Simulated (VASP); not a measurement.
## ZnO: relaxation of cell and atoms with PBE

ZnO:

```
CELL_PARAMETERS angstrom
3.24940 0.00000 0.00000
-1.62470 2.81406 0.00000
0.00000 0.00000 5.20380
ATOMIC_POSITIONS crystal
Zn 0.33333 0.66667 0.00000
Zn 0.66667 0.33333 0.50000
O 0.33333 0.66667 0.38210
O 0.66667 0.33333 0.88210
```

```yaml
Program: VASP 6.6.1
Task: relaxation of cell and atoms
Functional: PBE
Potentials_or_basis: VASP PAW PBE potentials, release 64 (Zn, O)
Cutoff: 600 eV
k_mesh: 8 × 8 × 5
Occupations: gaussian, width 0.01 eV
Spin: no spin polarisation
Dipole_correction: no
Further_INCAR_settings: ALGO = Normal; EDIFF = 1e-06; IBRION = 2; EDIFFG = -0.003; NSW = 100; ISIF = 3
```

- Relaxed volume: 12.40 Å³/atom
- Relaxed cell: a = 3.285 Å, b = 3.285 Å, c = 5.304 Å, α = 90.00°, β = 90.00°, γ = 120.00°
- Space group after relaxing (to 0.05 Å): P6_3mc (No. 186)
- Energy gained by relaxing: 8.9 meV/atom
- Ionic steps: 16
- Pressure after relaxing: 0.0 GPa
- Band gap on the k mesh: 0.72 eV, direct

Step by step:
| step | energy change (eV) | largest force (eV/Å) | pressure (GPa) | volume (Å³) |
| --- | --- | --- | --- | --- |
| 1 | 0.0000 | 0.0323 | 5.86 | 47.58 |
| 2 | -0.0265 | 0.0217 | -2.61 | 50.64 |
| 3 | -0.0351 | 0.0249 | -0.02 | 49.58 |
| 4 | -0.0351 | 0.0250 | 0.07 | 49.54 |
| 5 | -0.0353 | 0.0243 | 0.14 | 49.54 |
| 6 | -0.0357 | 0.0202 | 0.17 | 49.55 |
| 7 | -0.0357 | 0.0194 | 0.14 | 49.55 |
| 8 | -0.0357 | 0.0107 | -0.19 | 49.67 |
| 9 | -0.0358 | 0.0042 | -0.12 | 49.61 |
| 10 | -0.0358 | 0.0067 | 0.07 | 49.60 |
| 11 | -0.0358 | 0.0043 | -0.10 | 49.61 |
| 12 | -0.0358 | 0.0059 | -0.02 | 49.60 |
| 13 | -0.0358 | 0.0043 | -0.04 | 49.61 |
| 14 | -0.0358 | 0.0027 | 0.02 | 49.57 |
| 15 | -0.0358 | 0.0006 | 0.03 | 49.58 |
| 16 | -0.0358 | 0.0002 | -0.03 | 49.59 |

Final structure:
```yaml
crystal:
  lattice:
    - [3.28550, 0.00000, 0.00000]
    - [-1.64275, 2.84533, 0.00000]
    - [0.00000, 0.00000, 5.30424]
  atoms:
    - { symbol: Zn, position: [0.33333, 0.66667, 0.00154] }
    - { symbol: Zn, position: [0.66667, 0.33333, 0.50154] }
    - { symbol: O, position: [0.33333, 0.66667, 0.38056] }
    - { symbol: O, position: [0.66667, 0.33333, 0.88056] }
```

Levels at points of the mesh, in eV from the valence-band top:
```tsv
k point	band 14	band 15	band 16	band 17	band 18	band 19	band 20	band 21	band 22
(0.00, 0.00, 0.00)	-0.75	-0.75	-0.08	0.00	0.00	0.72	5.07	8.05	12.70
(0.50, 0.00, 0.00)	-3.42	-2.71	-2.13	-1.23	-0.79	5.60	6.81	7.52	8.23
```

Run time: 7.5 min on 1 thread of AMD EPYC 7R13, on a shared host, peak memory 0.17 GiB.

PBE usually gives volumes a little too large and moduli too small. Zero-point motion and thermal expansion aren't in these numbers.
